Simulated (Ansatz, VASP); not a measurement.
# TePb in VASP and in Ansatz

```
Pb Te
1.0
     0.00000    3.26784    3.26784
     3.26784    0.00000    3.26784
     3.26784    3.26784    0.00000
Pb Te
1 1
Cartesian
  0.0000 0.0000 0.0000
  3.2678 3.2678 3.2678
```

Alike in both runs: task single point; functional r2SCAN; k mesh 8 × 8 × 8; no spin polarisation.

|  | VASP | Ansatz |
| --- | --- | --- |
| version | VASP 6.6.1 | Ansatz 0.2.0 |
| potentials or method | VASP PAW PBE potentials, release 64 (Pb_d, Te) | plane waves, PAW |
| plane-wave cutoff (eV) | 520 | 500 |
| occupations | gaussian, width 0.01 eV | fixed |
| valence electrons in the cell | 20 | 30 |

|  | VASP | Ansatz | Ansatz less VASP |
| --- | --- | --- | --- |
| gap on the k mesh at the Fermi level (eV) | 1.09 | 1.09 | -0.003 |
| pressure (GPa) | 0.0 | 0.0 | +0.01 |

VASP's potentials were made for PBE, not for r2SCAN. VASP's potentials hold 20 valence electrons a cell and Ansatz's 30, so a difference there can come from the potentials and not from the codes.

Neither program's run includes spin-orbit coupling.
